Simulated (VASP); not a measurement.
BAs5: single point with PBE

Crystal: BAs5.

```
B As
1.0
     0.00000    4.05100    4.05100
     4.05100    0.00000    4.05100
     4.05100    4.05100    0.00000
B As
1 5
Cartesian
  2.0255 2.0255 2.0255
  7.0954 5.0576 5.0576
  5.0576 7.0954 5.0576
  5.0576 5.0576 7.0954
  7.0954 7.0954 7.0954
  4.0510 4.0510 4.0510
```

```json
{
  "Program": "VASP 6.6.1",
  "Task": "single point",
  "Functional": "PBE",
  "Potentials or basis": "VASP PAW PBE potentials, release 64 (B, As)",
  "Cutoff": "520 eV",
  "k mesh": "4 × 4 × 4",
  "Occupations": "gaussian, width 0.1 eV",
  "Spin": "no spin polarisation"
}
```

```
Pressure               : -7.6 GPa
Largest force          : 0.010 eV/Å
Band gap on the k mesh : zero (band 14 reaches 4.14 eV, above the bottom of band 15 at 2.64 eV)
```

Forces in eV/Å, atoms in the order of the input:
```
B    0.000  0.000  0.000
As  -0.006  0.006  0.006
As   0.006 -0.006  0.006
As   0.006  0.006 -0.006
As  -0.006 -0.006 -0.006
As   0.000  0.000  0.000
```

Levels at points of the mesh, in eV from the Fermi level:
| k point | band 12 | band 13 | band 14 | band 15 | band 16 | band 17 |
| --- | --- | --- | --- | --- | --- | --- |
| (0.00, 0.00, 0.00) | -2.36 | -1.34 | -1.34 | -1.34 | 2.12 | 2.12 |
| (0.50, 0.00, 0.00) | -1.30 | -0.85 | -0.85 | -0.10 | 0.23 | 1.47 |
| (0.50, 0.50, 0.00) | -0.73 | -0.68 | -0.52 | -0.44 | -0.20 | 0.67 |

It took 18 s on 1 thread of Intel(R) Xeon(R) 6975P-C (Granite Rapids) (shared host), peak memory 0.31 GiB.
